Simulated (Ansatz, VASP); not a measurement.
Two plane-wave programs on ZnSe

The input INCAR:

```
SYSTEM = ZnSe
ALGO = Normal
EDIFF = 1E-6
ENCUT = 520
GGA = PS
ISIF = 2
ISMEAR = 0
LASPH = .TRUE.
LCHARG = .FALSE.
LREAL = .FALSE.
LWAVE = .FALSE.
NBANDS = 16
NELM = 60
PREC = Accurate
SIGMA = 0.02
```

The input KPOINTS:

```
k-points
0
G
  12 12 12
  0 0 0
```

The input POSCAR:

```
ZnSe
1.0
    0.0000000000      2.8167247235      2.8167247235
    2.8167247235      0.0000000000      2.8167247235
    2.8167247235      2.8167247235      0.0000000000
Zn Se
1 1
Direct
    0.0000000000      0.0000000000      0.0000000000
    0.2500000000      0.2500000000      0.2500000000
```

Input for Ansatz:

```yaml
crystal:
  lattice:
    - [0.0, 2.8167247235, 2.8167247235]
    - [2.8167247235, 0.0, 2.8167247235]
    - [2.8167247235, 2.8167247235, 0.0]
  atoms:
    - { symbol: Zn, position: [0.0, 0.0, 0.0] }
    - { symbol: Se, position: [0.25, 0.25, 0.25] }
basis:
  ecutwfc: 420
kpoints:
  mp_grid: { grid: [12, 12, 12] }
hamiltonian:
  xc: pbesol
  pseudopotentials: { kind: paw, azcp: { folder: soft_1 } }
scf:
  occupations: { method: gaussian, width: 0.02 }
output:
  forces: true
  stress: true
  eigenvalues: true
```

Alike in both runs: task single point; functional PBEsol; k mesh 12 × 12 × 12; occupations gaussian, width 0.02 eV; no spin polarisation.

|  | VASP | Ansatz |
| --- | --- | --- |
| version | VASP 6.6.1 | Ansatz 0.2.0 |
| potentials or method | VASP PAW PBE potentials, release 64 (Zn, Se), cutoff 520 eV | scalar-relativistic, plane waves, PAW |
| valence electrons in the cell | 18 | 28 |

Ansatz gave:

| Item | Value |
| --- | --- |
| gap on the k mesh at the Fermi level (eV) | 1.24 |
| least direct gap on the mesh (eV) | 1.24 |
| pressure (GPa) | 0.0 |

**Question.** Estimate VASP's values.

**Answer.** gap on the k mesh at the Fermi level (eV): 1.24; least direct gap on the mesh (eV): 1.24; pressure (GPa): 0.3.

VASP's potentials were made for PBE, not for PBEsol, and Ansatz warns of the same on its side. VASP's potentials hold 18 valence electrons a cell and Ansatz's 28, so a difference there can come from the potentials and not from the codes.
